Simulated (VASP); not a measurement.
# ZrC (F-43m) in VASP: a series of runs

ZrC is run at these levels: PBE; tasks: electric field gradients, dielectric tensor.

All numbers are computed with VASP 6.6.1; they aren't measurements. Logs are shortened: lines on timing, memory, paths and dates and some standing lists are left out, and cuts for length are marked.

## 1. The cell of the first run

The structure is cubic, space group F-43m (No. 216). Conventional cell: a = 5.091 Å, b = 5.091 Å, c = 5.091 Å, α = 90.00°, β = 90.00°, γ = 90.00°. Zr (site symmetry -43m) has 4 C at 2.20 Å within 2.9 Å. C (site symmetry -43m) has 4 Zr at 2.20 Å within 2.9 Å.

## 2. Electric field gradients, PBE

Input file INCAR:

```
SYSTEM = ZrC
PREC = Accurate
ENCUT = 520
EDIFF = 1E-8
ISMEAR = -1
SIGMA = 0.05
LREAL = .False.
LASPH = .True.
NELM = 120
ALGO = Normal
ISIF = 2
LWAVE = .False.
LCHARG = .False.
GGA = PE
LEFG = .True.
NBANDS = 15
GGA_COMPAT = .False.
```

Input file KPOINTS:

```
regular mesh
0
Gamma
  9 9 9
  0 0 0
```

Input file POSCAR:

```
ZrC
1.0
    0.0000000000      2.5455200000      2.5455200000
    2.5455200000      0.0000000000      2.5455200000
    2.5455200000      2.5455200000      0.0000000000
Zr C
1 1
Direct
    0.5000000000      0.5000000000      0.5000000000
    0.7500000000      0.7500000000      0.7500000000
```

Potentials or basis: VASP PAW PBE potentials, release 64 (Zr_sv, C).

Started as:

```bash
$ cat potpaw_PBE.64/Zr_sv/POTCAR potpaw_PBE.64/C/POTCAR > POTCAR
$ mpirun -np 1 vasp_std > vasp.out
```

OUTCAR:

```text
SYSTEM = ZrC
   PREC = Accurate
   ENCUT = 520
   EDIFF = 1E-8
   ISMEAR = -1
   LREAL = .False.
   LASPH = .True.
   NELM = 120
   ISIF = 2
   GGA = PE

 ion  position               nearest neighbor table
   1  0.500  0.500  0.500-   2 2.20   2 2.20   2 2.20   2 2.20
   2  0.750  0.750  0.750-   1 2.20   1 2.20   1 2.20   1 2.20

  LATTYP: Found a face centered cubic cell.
 ALAT       =     5.0910400000

  Lattice vectors:

 A1 = (   0.0000000000,   2.5455200000,   2.5455200000)
 A2 = (   2.5455200000,   0.0000000000,   2.5455200000)
 A3 = (   2.5455200000,   2.5455200000,   0.0000000000)

Analysis of symmetry for initial positions (statically):
=====================================================================
 Subroutine PRICEL returns:
 Original cell was already a primitive cell.

 Routine SETGRP: Setting up the symmetry group for a
 face centered cubic supercell.

 Subroutine GETGRP returns: Found 24 space group operations
 (whereof 24 operations were pure point group operations)
 out of a pool of 48 trial point group operations.

The static configuration has the point symmetry T_d .

Analysis of symmetry for dynamics (positions and initial velocities):
=====================================================================
 Subroutine PRICEL returns:
 Original cell was already a primitive cell.

 Routine SETGRP: Setting up the symmetry group for a
 face centered cubic supercell.

 Subroutine GETGRP returns: Found 24 space group operations
 (whereof 24 operations were pure point group operations)
 out of a pool of 48 trial point group operations.

The dynamic configuration has the point symmetry T_d .

 Subroutine INISYM returns: Found 24 space group operations
 (whereof 24 operations are pure point group operations),
 and found     1 'primitive' translations

----------------------------------------------------------------------------------------

                                     Primitive cell

  volume of cell :      32.9883

  direct lattice vectors                    reciprocal lattice vectors
     0.000000000  2.545520000  2.545520000    -0.196423521  0.196423521  0.196423521
     2.545520000  0.000000000  2.545520000     0.196423521 -0.196423521  0.196423521
     2.545520000  2.545520000  0.000000000     0.196423521  0.196423521 -0.196423521

  length of vectors
     3.599908907  3.599908907  3.599908907     0.340215517  0.340215517  0.340215517

  position of ions in fractional coordinates (direct lattice)
     0.500000000  0.500000000  0.500000000
     0.750000000  0.750000000  0.750000000

  ion indices of the primitive-cell ions
   primitive index   ion index
                 1           1
                 2           2

----------------------------------------------------------------------------------------

 KPOINTS: regular mesh

Automatic generation of k-mesh.
 Grid dimensions read from file:
 generate k-points for:    9    9    9

 Generating k-lattice:

  Cartesian coordinates                     Fractional coordinates (reciprocal lattice)
    -0.021824836  0.021824836  0.021824836     0.111111111  0.000000000  0.000000000
     0.021824836 -0.021824836  0.021824836     0.000000000  0.111111111  0.000000000
     0.021824836  0.021824836 -0.021824836     0.000000000  0.000000000  0.111111111

  Length of vectors
     0.037801724  0.037801724  0.037801724

  Shift w.r.t. Gamma in fractional coordinates (k-lattice)
     0.000000000  0.000000000  0.000000000

 Subroutine IBZKPT returns following result:
 ===========================================

 Found     35 irreducible k-points:

 Following reciprocal coordinates:
            Coordinates               Weight
  0.000000  0.000000  0.000000      1.000000
  0.111111  0.000000  0.000000      8.000000
  0.222222  0.000000  0.000000      8.000000
  0.333333  0.000000  0.000000      8.000000
  0.444444  0.000000  0.000000      8.000000
  0.111111  0.111111  0.000000      6.000000
[... 16 lines left out ...]
 -0.333333  0.333333  0.000000     12.000000
  0.444444  0.444444  0.000000      6.000000
 [... further k-points ...]
   k-points           NKPTS =     35   k-points in BZ     NKDIM =     35   number of bands    NBANDS=     15
   number of dos      NEDOS =    301   number of ions     NIONS =      2
   total plane-waves  NPLWV =  21952
   dimension x,y,z NGX =    28 NGY =   28 NGZ =   28
   dimension x,y,z NGXF=    56 NGYF=   56 NGZF=   56
   ions per type =               1   1
   NGX,Y,Z   is equivalent  to a cutoff of  12.93, 12.93, 12.93 a.u.
   NGXF,Y,Z  is equivalent  to a cutoff of  25.86, 25.86, 25.86 a.u.
 SYSTEM =  ZrC
   PREC   = accura    normal or accurate (medium, high low for compatibility)
   ISTART =      0    job   : 0-new  1-cont  2-samecut
   ICHARG =      2    charge: 1-file 2-atom 10-const
   ISPIN  =      1    spin polarized calculation?
   LNONCOLLINEAR =      F non collinear calculations
   LSORBIT =      F    spin-orbit coupling
   LASPH  =      T    aspherical Exc in radial PAW
   ENCUT  =  520.0 eV  38.22 Ry    6.18 a.u.   6.69  6.69  6.69*2*pi/ulx,y,z
   NELM   =    120;   NELMIN=  2; NELMDL= -5     # of ELM steps
   EDIFF  = 0.1E-07   stopping-criterion for ELM
   LREAL  =      F    real-space projection
   EDIFFG = 0.1E-06   stopping-criterion for IOM
   NSW    =      0    number of steps for IOM
   IBRION =     -1    ionic relax: 0-MD 1-quasi-New 2-CG
   NFREE  =      0    steps in history (QN), initial steepest desc. (CG)
   ISIF   =      2    stress and relaxation
   ISYM   =      2    0-nonsym 1-usesym 2-fastsym
   POTIM  = 0.5000    time-step for ionic-motion
   TEBEG  =    0.0;   TEEND  =   0.0 temperature during run
   PSTRESS=    0.0 pullay stress
   NELECT =      16.0000    total number of electrons
   NUPDOWN=      -1.0000    fix difference up-down
   EMIN   =  10.00;   EMAX   =-10.00  energy-range for DOS
   EFERMI =   0.00;   METHOD = LEGACY
   ISMEAR =    -1;   SIGMA  =   0.05  broadening in eV -4-tet -1-fermi 0-gaus
   EFERMI_NEDOS =   21; number of points for ismear=-14 and -15
   IALGO  =     38    algorithm
   IMIX   =      4    mixing-type and parameters
     AMIX     =   0.40;   BMIX     =  1.00
     AMIX_MAG =   1.60;   BMIX_MAG =  1.00
  volume/ion in A,a.u.               =      16.49       111.31
  Fermi-wavevector in a.u.,A,eV,Ry     =   1.286259  2.430676 22.510313  1.654461
  Thomas-Fermi vector in A             =   2.418344
   LORBIT       =      0    0 simple, 1 ext, 2 COOP (PROOUT), +10 PAW based schemes
   GGA     = PE    functional components
   LHFCALC =     F    Hartree Fock is set to
   AEXX    =    0.0000 exact exchange contribution
   IVDW    =     0    specifies the selected vdW correction
   LEPSILON=     F    determine dielectric tensor
   LRPA    =     F    only Hartree local field effects (RPA)
 non-spin polarized calculation
  energy-cutoff  :      520.00
  volume of cell :       32.99
 maximum number of plane-waves:       907
   NGX = 13   NGY = 13   NGZ = 13

 number of electron      16.0000001 magnetization

 Free energy of the ion-electron system (eV)
  ---------------------------------------------------
  ext. energy  EPLUGINS =         0.00000000
  ---------------------------------------------------
  free energy    TOTEN  =       -18.22971250 eV

  energy without entropy =      -18.22935218  energy(sigma->0) =      -18.22953234

 E-fermi :   6.7951     XC(G=0): -10.6728

 val. band max:        6.4960982541   @ k =  -0.3333   0.4444   0.2222
 cond. band min:       7.0444525963   @ k =  -0.3333   0.4444   0.1111
 fundamental gap:      0.5483543422
 Fermi energy:         6.7950953796

 k-point     1 :       0.0000    0.0000    0.0000
  band No.  band energies     occupation
      1     -41.4261      2.00000
      2     -19.3350      2.00000
      3     -19.3350      2.00000
      4     -19.3350      2.00000
      5      -3.2884      2.00000
      6       4.2796      2.00000
      7       4.2796      2.00000
      8       4.2796      2.00000
      9       9.6146      0.00000
     10       9.6146      0.00000
     11       9.9049      0.00000
     12      14.9438      0.00000
     13      14.9438      0.00000
     14      14.9438      0.00000
[... 401 lines left out ...]
      2     -19.7366      2.00000
      3     -19.4827      2.00000
      4     -19.4827      2.00000
      5      -1.6636      2.00000
      6       2.9282      2.00000
      7       6.4433      1.99824
      8       6.4433      1.99824
      9       7.1764      0.00098
     10      10.9571      0.00000
     11      11.3693      0.00000
     12      11.9096      0.00000
     13      11.9096      0.00000
     14      17.7422      0.00000
     15      19.8799      0.00000

 [... further k-points ...]

------------------------ aborting loop because EDIFF is reached ----------------------------------------

  FORCE on cell =-STRESS in cart. coord.  units (eV):
  Direction    XX          YY          ZZ          XY          YZ          ZX
  --------------------------------------------------------------------------------------
  -------------------------------------------------------------------------------------
  Total        0.0218277      0.0218277      0.0218277      0.0000000      0.0000000      0.0000000
  in kB        1.0601314      1.0601314      1.0601314      0.0000000      0.0000000      0.0000000
  external PRESSURE =       1.0601314 kB  Pullay stress =       0.0000000 kB

 VOLUME and BASIS-vectors are now :
 -----------------------------------------------------------------------------
  energy-cutoff  :      520.00
  volume of cell :       32.99
      direct lattice vectors                 reciprocal lattice vectors
     0.000000000  2.545520000  2.545520000    -0.196423521  0.196423521  0.196423521
     2.545520000  0.000000000  2.545520000     0.196423521 -0.196423521  0.196423521
     2.545520000  2.545520000  0.000000000     0.196423521  0.196423521 -0.196423521

 POSITION                                       TOTAL-FORCE (eV/Angst)
 -----------------------------------------------------------------------------------
      2.54552      2.54552      2.54552        -0.000000     -0.000000     -0.000000
      3.81828      3.81828      3.81828         0.000000      0.000000      0.000000
 -----------------------------------------------------------------------------------
    total drift:                                0.000000      0.000000      0.000000

  FREE ENERGIE OF THE ION-ELECTRON SYSTEM (eV)
  ---------------------------------------------------
  free  energy   TOTEN  =       -18.2297124958 eV

  energy  without entropy=      -18.2293521790  energy(sigma->0) =      -18.22953234

 Electric field gradients (V/A^2)
---------------------------------------------------------------------
 ion       V_xx      V_yy      V_zz      V_xy      V_xz      V_yz
---------------------------------------------------------------------
   1      -0.000     0.000     0.000     0.000     0.000     0.000
   2       0.000     0.000     0.000     0.000     0.000     0.000
---------------------------------------------------------------------

 Electric field gradients after diagonalization (V/A^2)
 (convention: |V_zz| > |V_xx| > |V_yy|)
----------------------------------------------------------------------
 ion       V_xx      V_yy      V_zz     asymmetry (V_yy - V_xx)/ V_zz
----------------------------------------------------------------------
   1      -0.000    -0.000     0.000       0.000
   2      -0.000    -0.000     0.000       0.000
----------------------------------------------------------------------

           NMR quadrupolar parameters

 Cq : quadrupolar parameter    Cq=e*Q*V_zz/h
 eta: asymmetry parameters     (V_yy - V_xx)/ V_zz
 Q  : nuclear electric quadrupole moment in mb (millibarn)
----------------------------------------------------------------------
 ion       Cq(MHz)       eta       Q (mb)
----------------------------------------------------------------------
   1       0.000       0.000       1.000
   2       0.000       0.000       1.000
----------------------------------------------------------------------
```

Wall time 31 s (1 thread of Intel Xeon 8259CL, shared host); peak memory 0.16 GiB.

Results:

- Free energy: -18.2297 eV
- Pressure: 0.1 GPa
- Band gap on the k mesh: 0.55 eV
- Largest electric field gradient by atom: zero within the noise of the run

Caveat: an odd mesh through Γ misses points on the zone boundary, where band edges can lie.

## 3. Dielectric tensor, PBE

Input file INCAR:

```
ALGO = Normal
EDIFF = 1E-8
ENCUT = 520
GGA = PE
GGA_COMPAT = False
ISIF = 2
ISMEAR = 0
LASPH = True
LCHARG = False
LEPSILON = True
LREAL = False
LWAVE = False
NELM = 120
PREC = Accurate
SIGMA = 0.01
```

Input file KPOINTS:

```
k-points
0
Gamma
  9 9 9
```

POSCAR is that of step 2.

Potentials or basis: VASP PAW PBE potentials, release 64 (Zr_sv, C).

Started as:

```bash
$ cat potpaw_PBE.64/Zr_sv/POTCAR potpaw_PBE.64/C/POTCAR > POTCAR
$ mpirun -np 1 vasp_std > vasp.out
```

OUTCAR:

```text
EDIFF = 1E-8
   ENCUT = 520
   GGA = PE
   ISIF = 2
   ISMEAR = 0
   LASPH = True
   LEPSILON = True
   LREAL = False
   NELM = 120
   PREC = Accurate

 ion  position               nearest neighbor table
   1  0.500  0.500  0.500-   2 2.20   2 2.20   2 2.20   2 2.20
   2  0.750  0.750  0.750-   1 2.20   1 2.20   1 2.20   1 2.20

  LATTYP: Found a face centered cubic cell.
 ALAT       =     5.0910400000

  Lattice vectors:

 A1 = (   0.0000000000,   2.5455200000,   2.5455200000)
 A2 = (   2.5455200000,   0.0000000000,   2.5455200000)
 A3 = (   2.5455200000,   2.5455200000,   0.0000000000)

Analysis of symmetry for initial positions (statically):
=====================================================================
[... 604 lines left out ...]
     0.00092 -2.16923  0.00000
    -2.16923  0.00092  0.00000
     0.00000  0.00000 -0.02903

 MACROSCOPIC STATIC DIELECTRIC TENSOR (including local field effects in DFT)
 ------------------------------------------------------
          36.990613     0.000000     0.000000
           0.000000    36.990613     0.000000
           0.000000     0.000000    36.990613
 ------------------------------------------------------

 PIEZOELECTRIC TENSOR (including local field effects)  for field in x, y, z        (e  Angst)
          XX          YY          ZZ          XY          YZ          ZX
  --------------------------------------------------------------------------------
  x     0.00000     0.00000    -0.00000     0.00000    -4.46839    -0.00000
  y     0.00000     0.00000    -0.00000    -0.00000     0.00000    -4.46839
  z    -0.00000    -0.00000     0.00000    -4.46839    -0.00000     0.00000

 PIEZOELECTRIC TENSOR (including local field effects)  for field in x, y, z        (C/m^2)
          XX          YY          ZZ          XY          YZ          ZX
  --------------------------------------------------------------------------------
  x     0.00000     0.00000    -0.00000     0.00000    -2.17021    -0.00000
  y     0.00000     0.00000    -0.00000    -0.00000     0.00000    -2.17021
  z    -0.00000    -0.00000     0.00000    -2.17021    -0.00000     0.00000

 BORN EFFECTIVE CHARGES (including local field effects) (in |e|, cummulative output)
 ---------------------------------------------------------------------------------
 ion    1
    1     4.72412     0.00000     0.00000
    2     0.00000     4.72412     0.00000
    3     0.00000     0.00000     4.72412
 ion    2
    1    -4.72412     0.00000     0.00000
    2     0.00000    -4.72412     0.00000
    3     0.00000     0.00000    -4.72412
```

stdout:

```text
POSCAR found type information on POSCAR ZrC
 POSCAR found :  2 types and       2 ions
 scaLAPACK will be used
 LDA part: xc-table for (Slater+PW92), standard interpolation
 POSCAR, INCAR and KPOINTS ok, starting setup
 FFT: planning ... GRIDC
 FFT: planning ... GRID_SOFT
 FFT: planning ... GRID
 WAVECAR not read
 entering main loop
 Linear response reoptimize wavefunctions to high precision
 Linear response G [H, r] |phi>, progress :
  Direction:   1
 Linear response G [H, r] |phi>, progress :
  Direction:   2
 Linear response G [H, r] |phi>, progress :
  Direction:   3
 Linear response to external field (no local field effect), progress :
  Direction:   1
 dielectric tensor                  component  1 :    46.023    -0.548    -2.202
 Linear response to external field (no local field effect), progress :
  Direction:   2
 dielectric tensor                  component  2 :    -0.524    13.325     2.482
 Linear response to external field (no local field effect), progress :
  Direction:   3
 dielectric tensor                  component  3 :    -1.103     2.322    55.360
 Linear response to external field, progress :
  Direction:   1
 dielectric tensor                  component  1 :    36.991     0.412    -0.261
 Linear response to external field, progress :
  Direction:   2
 dielectric tensor                  component  2 :     0.401    36.991     0.494
 Linear response to external field, progress :
  Direction:   3
 dielectric tensor                  component  3 :     0.326    -0.306    36.991
 Born effective charges drift removed
```

Wall time 11 min (1 thread of Intel Xeon 8259CL, shared host); peak memory 0.28 GiB.

What came out:

```yaml
Band_gap_on_the_k_mesh: 0.55 eV
Electronic_dielectric_tensor_diagonal: 36.99
Born_charges_mean_of_the_diagonal: Zr +4.72; C -4.72 e
```

Electronic dielectric tensor:
```
36.99  0.00  0.00
 0.00 36.99  0.00
 0.00  0.00 36.99
```

Born effective charge tensors (e):
atom 1, Zr
```
4.72 0.00 0.00
0.00 4.72 0.00
0.00 0.00 4.72
```
atom 2, C
```
-4.72  0.00  0.00
 0.00 -4.72  0.00
 0.00  0.00 -4.72
```

Caveat: the gap is small at this level, which inflates the dielectric constant; an odd mesh through Γ misses points on the zone boundary, where band edges can lie.
